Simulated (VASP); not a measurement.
# CoSi2 (I4/mmm) in VASP: further runs

Runs on CoSi2. Level: PBE. Tasks: single point.

Program: VASP 6.6.1. These are calculated values, not measurements. Logs are shortened: lines on timing, memory, paths and dates and some standing lists are left out, and cuts for length are marked.

**1. The cell of the first run**

The structure is tetragonal, space group I4/mmm (No. 139). The conventional cell has a = 3.790 Å, b = 3.790 Å, c = 5.038 Å, α = 90.00°, β = 90.00°, γ = 90.00°. Co (site symmetry 4/mmm) has 8 Si at 2.28 Å within 3.0 Å. Si (site symmetry -4m2) has 4 Co at 2.28 Å and 6 Si at 2.52 to 2.68 Å within 3.0 Å.

**2. Single point, PBE (strain -0.0600 x Voigt [0, 1, 0, 0, 0, 0])**

File INCAR:

```
  PREC = Accurate
  ENCUT = 520
  EDIFF = 1E-6
  ISMEAR = 0
  SIGMA = 0.15
  LREAL = F
  LASPH = T
  NELM = 80
  ALGO = Normal
  ISIF = 2
  LWAVE = F
  LCHARG = F
  GGA = PE
  NBANDS = 16
```

File KPOINTS:

```
regular mesh
0
Gamma
  16 16 16
```

File POSCAR:

```
CoSi2
1.0
    0.0000000000      2.5191427143      2.6799390578
    2.6799390578      0.0000000000      2.6799390578
    2.6799390578      2.5191427143      0.0000000000
Co Si
1 2
Direct
    0.0000000000      0.0000000000      0.0000000000
    0.2500000000      0.2500000000      0.2500000000
    0.7500000000      0.7500000000      0.7500000000
```

Potentials or basis: VASP PAW PBE potentials, release 64 (Co, Si).

Started as:

```bash
cat potpaw_PBE.64/Co/POTCAR potpaw_PBE.64/Si/POTCAR > POTCAR
mpirun -np 1 vasp_std > vasp.out
```

OUTCAR:

```text
PREC = Accurate
   ENCUT = 520
   EDIFF = 1E-6
   ISMEAR = 0
   LREAL = F
   LASPH = T
   NELM = 80
   ISIF = 2
   GGA = PE

 ion  position               nearest neighbor table
   1  0.000  0.000  0.000-   3 2.28   3 2.28   3 2.28   2 2.28   3 2.28   2 2.28   2 2.28   2 2.28

   2  0.250  0.250  0.250-   1 2.28   1 2.28   1 2.28   1 2.28   3 2.52   3 2.52   3 2.68   3 2.68
                             3 2.68   3 2.68
   3  0.750  0.750  0.750-   1 2.28   1 2.28   1 2.28   1 2.28   2 2.52   2 2.52   2 2.68   2 2.68
                             2 2.68   2 2.68

  LATTYP: Found a body centered tetragonal cell.
 ALAT       =     3.7900061619
 C/A-ratio  =     1.3293607486

  Lattice vectors:

 A1 = (   0.0000000000,  -2.5191427143,   2.6799390578)
 A2 = (   0.0000000000,  -2.5191427143,  -2.6799390578)
 A3 = (   2.6799390578,   2.5191427143,   0.0000000000)

Analysis of symmetry for initial positions (statically):
=====================================================================
 Subroutine PRICEL returns:
 Original cell was already a primitive cell.

 Routine SETGRP: Setting up the symmetry group for a
 body centered tetragonal supercell.

 Subroutine GETGRP returns: Found 16 space group operations
 (whereof 16 operations were pure point group operations)
 out of a pool of 16 trial point group operations.

The static configuration has the point symmetry D_4h.

Analysis of symmetry for dynamics (positions and initial velocities):
=====================================================================
 Subroutine PRICEL returns:
 Original cell was already a primitive cell.

 Routine SETGRP: Setting up the symmetry group for a
 body centered tetragonal supercell.

 Subroutine GETGRP returns: Found 16 space group operations
 (whereof 16 operations were pure point group operations)
 out of a pool of 16 trial point group operations.

The dynamic configuration has the point symmetry D_4h.

 Subroutine INISYM returns: Found 16 space group operations
 (whereof 16 operations are pure point group operations),
 and found     1 'primitive' translations

----------------------------------------------------------------------------------------

                                     Primitive cell

  volume of cell :      36.1853

  direct lattice vectors                    reciprocal lattice vectors
     0.000000000  2.519142714  2.679939058    -0.186571407  0.198480220  0.186571407
     2.679939058  0.000000000  2.679939058     0.186571407 -0.198480220  0.186571407
     2.679939058  2.519142714  0.000000000     0.186571407  0.198480220 -0.186571407

  length of vectors
     3.678063807  3.790006162  3.678063807     0.330169922  0.330169922  0.330169922

  position of ions in fractional coordinates (direct lattice)
     0.000000000  0.000000000  0.000000000
     0.250000000  0.250000000  0.250000000
     0.750000000  0.750000000  0.750000000

  ion indices of the primitive-cell ions
   primitive index   ion index
                 1           1
                 2           2
                 3           3

----------------------------------------------------------------------------------------

 KPOINTS: regular mesh

Automatic generation of k-mesh.
 Grid dimensions read from file:
 generate k-points for:   16   16   16

 Generating k-lattice:

  Cartesian coordinates                     Fractional coordinates (reciprocal lattice)
    -0.011660713  0.012405014  0.011660713     0.062500000  0.000000000 -0.000000000
     0.011660713 -0.012405014  0.011660713     0.000000000  0.062500000  0.000000000
     0.011660713  0.012405014 -0.011660713    -0.000000000  0.000000000  0.062500000

  Length of vectors
     0.020635620  0.020635620  0.020635620

  Shift w.r.t. Gamma in fractional coordinates (k-lattice)
     0.000000000  0.000000000  0.000000000

 Subroutine IBZKPT returns following result:
 ===========================================

 Found    349 irreducible k-points:

 Following reciprocal coordinates:
            Coordinates               Weight
  0.000000  0.000000  0.000000      1.000000
  0.062500  0.000000  0.000000      8.000000
  0.125000  0.000000  0.000000      8.000000
  0.187500  0.000000  0.000000      8.000000
  0.250000  0.000000  0.000000      8.000000
  0.312500  0.000000  0.000000      8.000000
[... 16 lines left out ...]
 -0.125000  0.062500 -0.000000     16.000000
 -0.062500  0.062500  0.000000      8.000000
 [... further k-points ...]
   k-points           NKPTS =    349   k-points in BZ     NKDIM =    349   number of bands    NBANDS=     16
   number of dos      NEDOS =    301   number of ions     NIONS =      3
   total plane-waves  NPLWV =  21952
   dimension x,y,z NGX =    28 NGY =   28 NGZ =   28
   dimension x,y,z NGXF=    56 NGYF=   56 NGZF=   56
   ions per type =               1   2
   NGX,Y,Z   is equivalent  to a cutoff of  12.66, 12.28, 12.66 a.u.
   NGXF,Y,Z  is equivalent  to a cutoff of  25.31, 24.56, 25.31 a.u.
 SYSTEM =  unknown system
   PREC   = accura    normal or accurate (medium, high low for compatibility)
   ISTART =      0    job   : 0-new  1-cont  2-samecut
   ICHARG =      2    charge: 1-file 2-atom 10-const
   ISPIN  =      1    spin polarized calculation?
   LNONCOLLINEAR =      F non collinear calculations
   LSORBIT =      F    spin-orbit coupling
   LASPH  =      T    aspherical Exc in radial PAW
   ENCUT  =  520.0 eV  38.22 Ry    6.18 a.u.   6.84  7.05  6.84*2*pi/ulx,y,z
   NELM   =     80;   NELMIN=  2; NELMDL= -5     # of ELM steps
   EDIFF  = 0.1E-05   stopping-criterion for ELM
   LREAL  =      F    real-space projection
   EDIFFG = 0.1E-04   stopping-criterion for IOM
   NSW    =      0    number of steps for IOM
   IBRION =     -1    ionic relax: 0-MD 1-quasi-New 2-CG
   NFREE  =      0    steps in history (QN), initial steepest desc. (CG)
   ISIF   =      2    stress and relaxation
   ISYM   =      2    0-nonsym 1-usesym 2-fastsym
   POTIM  = 0.5000    time-step for ionic-motion
   TEBEG  =    0.0;   TEEND  =   0.0 temperature during run
   PSTRESS=    0.0 pullay stress
   NELECT =      17.0000    total number of electrons
   NUPDOWN=      -1.0000    fix difference up-down
   EMIN   =  10.00;   EMAX   =-10.00  energy-range for DOS
   EFERMI =   0.00;   METHOD = LEGACY
   ISMEAR =     0;   SIGMA  =   0.15  broadening in eV -4-tet -1-fermi 0-gaus
   EFERMI_NEDOS =   21; number of points for ismear=-14 and -15
   IALGO  =     38    algorithm
   IMIX   =      4    mixing-type and parameters
     AMIX     =   0.40;   BMIX     =  1.00
     AMIX_MAG =   1.60;   BMIX_MAG =  1.00
  volume/ion in A,a.u.               =      12.06        81.40
  Fermi-wavevector in a.u.,A,eV,Ry     =   1.272664  2.404985 22.036982  1.619672
  Thomas-Fermi vector in A             =   2.405530
   LORBIT       =      0    0 simple, 1 ext, 2 COOP (PROOUT), +10 PAW based schemes
   GGA     = PE    functional components
   LHFCALC =     F    Hartree Fock is set to
   AEXX    =    0.0000 exact exchange contribution
   IVDW    =     0    specifies the selected vdW correction
   LEPSILON=     F    determine dielectric tensor
   LRPA    =     F    only Hartree local field effects (RPA)
 non-spin polarized calculation
 Gauss-broadening in eV      SIGMA  =   0.15
  energy-cutoff  :      520.00
  volume of cell :       36.19
 maximum number of plane-waves:       992
   NGX = 13   NGY = 15   NGZ = 13

 number of electron      17.0000003 magnetization

 Free energy of the ion-electron system (eV)
  ---------------------------------------------------
  ext. energy  EPLUGINS =         0.00000000
  ---------------------------------------------------
  free energy    TOTEN  =       -19.18096648 eV

  energy without entropy =      -19.16988918  energy(sigma->0) =      -19.17542783

 E-fermi :  10.8988     XC(G=0): -12.0246

 val. band max:       10.8977671719   @ k =   0.2500   0.3125   0.0625
 cond. band min:      10.8992124367   @ k =   0.2500   0.2500   0.0000
 fundamental gap:      0.0014452648
 Fermi energy:        10.8988107279

 k-point     1 :       0.0000    0.0000    0.0000
  band No.  band energies     occupation
      1      -2.6944      2.00000
      2       6.3700      2.00000
      3       6.6825      2.00000
      4       6.6825      2.00000
      5       8.6505      2.00000
      6       8.9525      2.00000
[... 8 lines left out ...]
     15      16.0991      0.00000
     16      18.5027      0.00000

 k-point     2 :       0.0625    0.0000    0.0000
  band No.  band energies     occupation
      1      -2.6323      2.00000
      2       6.3107      2.00000
      3       6.6282      2.00000
      4       6.7008      2.00000
      5       8.6315      2.00000
      6       8.9321      2.00000
[... 8 lines left out ...]
     15      15.9729      0.00000
     16      18.0390      0.00000

 k-point     3 :       0.1250    0.0000    0.0000
  band No.  band energies     occupation
      1      -2.4464      2.00000
      2       5.9898      2.00000
      3       6.6285      2.00000
      4       6.7520      2.00000
      5       8.5853      2.00000
      6       8.8793      2.00000
[... 8 lines left out ...]
     15      16.8873      0.00000
     16      17.4613      0.00000

 k-point     4 :       0.1875    0.0000    0.0000
  band No.  band energies     occupation
      1      -2.1390      2.00000
      2       5.4091      2.00000
      3       6.7213      2.00000
      4       6.8237      2.00000
      5       8.5415      2.00000
      6       8.8167      2.00000
[... 8 lines left out ...]
     15      17.0274      0.00000
     16      17.9330      0.00000
[... 324 lines left out ...]
 k-point    22 :      -0.1875    0.0625    0.0000
  band No.  band energies     occupation
      1      -1.9442      2.00000
      2       5.0970      2.00000
      3       6.7062      2.00000
      4       6.8769      2.00000
      5       8.5143      2.00000
      6       8.8061      2.00000
[... 8 lines left out ...]
     15      17.5892      0.00000
     16      18.7071      0.00000

 k-point    23 :      -0.1250    0.0625   -0.0000
  band No.  band energies     occupation
      1      -2.2949      2.00000
      2       5.7086      2.00000
      3       6.6783      2.00000
      4       6.7560      2.00000
      5       8.5695      2.00000
      6       8.8410      2.00000
[... 8 lines left out ...]
     15      16.9265      0.00000
     16      17.5694      0.00000

 k-point    24 :      -0.0625    0.0625    0.0000
  band No.  band energies     occupation
      1      -2.5251      2.00000
      2       6.1175      2.00000
      3       6.6693      2.00000
      4       6.6823      2.00000
      5       8.6198      2.00000
      6       8.8913      2.00000
[... 8 lines left out ...]
     15      16.4574      0.00000
     16      17.2806      0.00000

 [... further k-points ...]

------------------------ aborting loop because EDIFF is reached ----------------------------------------

  FORCE on cell =-STRESS in cart. coord.  units (eV):
  Direction    XX          YY          ZZ          XY          YZ          ZX
  --------------------------------------------------------------------------------------
  -------------------------------------------------------------------------------------
  Total        2.3172207      4.1023768      2.3172207      0.0000000     -0.0000000      0.0000000
  in kB      102.5995307    181.6408489    102.5995307      0.0000000     -0.0000000      0.0000000
  external PRESSURE =     128.9466367 kB  Pullay stress =       0.0000000 kB

 VOLUME and BASIS-vectors are now :
 -----------------------------------------------------------------------------
  energy-cutoff  :      520.00
  volume of cell :       36.19
      direct lattice vectors                 reciprocal lattice vectors
     0.000000000  2.519142714  2.679939058    -0.186571407  0.198480220  0.186571407
     2.679939058  0.000000000  2.679939058     0.186571407 -0.198480220  0.186571407
     2.679939058  2.519142714  0.000000000     0.186571407  0.198480220 -0.186571407

 POSITION                                       TOTAL-FORCE (eV/Angst)
 -----------------------------------------------------------------------------------
      0.00000      0.00000      0.00000        -0.000000      0.000000      0.000000
      1.33997      1.25957      1.33997         0.000000      0.000000      0.000000
      4.01991      3.77871      4.01991        -0.000000      0.000000     -0.000000
 -----------------------------------------------------------------------------------
    total drift:                               -0.000000     -0.000000      0.000000

  FREE ENERGIE OF THE ION-ELECTRON SYSTEM (eV)
  ---------------------------------------------------
  free  energy   TOTEN  =       -19.1809664768 eV

  energy  without entropy=      -19.1698891822  energy(sigma->0) =      -19.17542783
```

Run time: 73 s. Hardware: 1 thread of Intel Xeon 6975P-C (Granite Rapids), shared host; peak memory 0.31 GiB.

What came out:

```yaml
Free_energy: -19.1810 eV
Pressure: 12.9 GPa
Band_gap_on_the_k_mesh: zero (an odd number of electrons rules out a gap without spin polarisation)
```

Stress tensor (GPa, compression positive):
```
10.26  0.00  0.00
 0.00 18.16  0.00
 0.00  0.00 10.26
```

Caveat: the cell differs from its parent crystal (strain -0.0600 x Voigt [0, 1, 0, 0, 0, 0]); the stress differs along the axes, from 10 to 18 GPa; an odd number of electrons without spin polarisation forces a metal; a magnetic or distorted state may lie lower. Spin polarisation is off, so any magnetic state and its effect on volume and gap are missing.

**3. Single point, PBE (strain -0.0450 x Voigt [0, 1, 0, 0, 0, 0])**

File INCAR:

```
  ALGO = Normal
  EDIFF = 1E-7
  ENCUT = 520
  GGA = PE
  ISIF = 2
  ISMEAR = 0
  LASPH = T
  LCHARG = F
  LREAL = F
  LWAVE = F
  NBANDS = 16
  NELM = 60
  PREC = Accurate
  SIGMA = 0.15
```

File KPOINTS:

```
k-points
0
Gamma
  16 16 16
```

File POSCAR:

```
CoSi2
1.0
    0.0000000000      2.5593418002      2.6799390578
    2.6799390578      0.0000000000      2.6799390578
    2.6799390578      2.5593418002      0.0000000000
Co Si
1 2
Direct
    0.0000000000      0.0000000000      0.0000000000
    0.2500000000      0.2500000000      0.2500000000
    0.7500000000      0.7500000000      0.7500000000
```

Potentials or basis: VASP PAW PBE potentials, release 64 (Co, Si).

Started as:

```bash
cat potpaw_PBE.64/Co/POTCAR potpaw_PBE.64/Si/POTCAR > POTCAR
mpirun -np 1 vasp_std > vasp.out
```

Wall time 90 s (1 thread of Intel Xeon 6975P-C (Granite Rapids), shared host); peak memory 0.31 GiB.

Results (log left out):

| Item | Value |
| --- | --- |
| Free energy | -19.2364 eV |
| Pressure | 9.1 GPa |
| Band gap on the k mesh | zero (an odd number of electrons rules out a gap without spin polarisation) |

Stress tensor (GPa, compression positive):
```
 7.37  0.00  0.00
 0.00 12.69  0.00
 0.00  0.00  7.37
```

Levels at points of the mesh, in eV from the Fermi level:
| k point | band 7 | band 8 | band 9 | band 10 | band 11 | band 12 |
| --- | --- | --- | --- | --- | --- | --- |
| (0.00, 0.00, 0.00) | 1.23 | 3.18 | 3.31 | 3.31 | 3.80 | 3.81 |
| (0.50, 0.00, 0.00) | -1.71 | -0.65 | -0.35 | 2.91 | 3.49 | 3.51 |
| (0.50, 0.50, 0.00) | -2.10 | -1.96 | -1.39 | 1.89 | 3.04 | 8.52 |
| (0.50, 0.00, 0.50) | -2.02 | -1.91 | -1.45 | 1.54 | 2.81 | 8.70 |

Caveat: the cell differs from its parent crystal (strain -0.0450 x Voigt [0, 1, 0, 0, 0, 0]); the stress differs along the axes, from 7 to 13 GPa; an odd number of electrons without spin polarisation forces a metal; a magnetic or distorted state may lie lower. Spin polarisation is off, so any magnetic state and its effect on volume and gap are missing.
